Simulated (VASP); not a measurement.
Input of a VASP 6.6.1 run:

INCAR

```
PREC = Accurate ; ENCUT = 520
EDIFF = 1E-7 ; ISMEAR = -1
SIGMA = 0.05 ; LREAL = False
LASPH = True ; NELM = 150
ALGO = Normal ; ISIF = 2
LWAVE = False ; LCHARG = False
LMAXMIX = 4 ; LDAU = True
LDAUTYPE = 2 ; LDAUL = 2 -1
LDAUU = 2 0 ; LDAUJ = 0 0
LDAUPRINT = 1 ; GGA = PE
NBANDS = 18
```

Contents of KPOINTS:

```
Automatic mesh
0
Gamma
  11 11 11
```

Contents of POSCAR:

```
WF
1.0
    1.3658900000      0.7886000000      5.0696000000
   -1.3658900000      0.7886000000      5.0696000000
    0.0000000000     -1.5771900000      5.0696000000
W F
1 1
Direct
    0.8141200000      0.8141200000      0.8141200000
    0.9371200000      0.9371200000      0.9371200000
```

Potentials or basis: VASP PAW PBE potentials, release 64 (W_sv, F).

Command:

```sh
$ cat potpaw_PBE.64/W_sv/POTCAR potpaw_PBE.64/F/POTCAR > POTCAR
$ mpirun -np 1 vasp_std > vasp.out
```

Task: Estimate the pressure.

Result: 4.0 GPa.

Task: Estimate the band gap on the k mesh.

Result: Zero (an odd number of electrons rules out a gap without spin polarisation).

Forces in eV/Å, atoms in the order of the input:
```
W    0.000  0.000 -0.643
F    0.000  0.000  0.643
```

Caveat: the cell stands under pressure; spin-orbit coupling is left out, which moves the levels of the heavy elements; an odd number of electrons without spin polarisation forces a metal; a magnetic or distorted state may lie lower; U without spin polarisation on a metal has little footing.
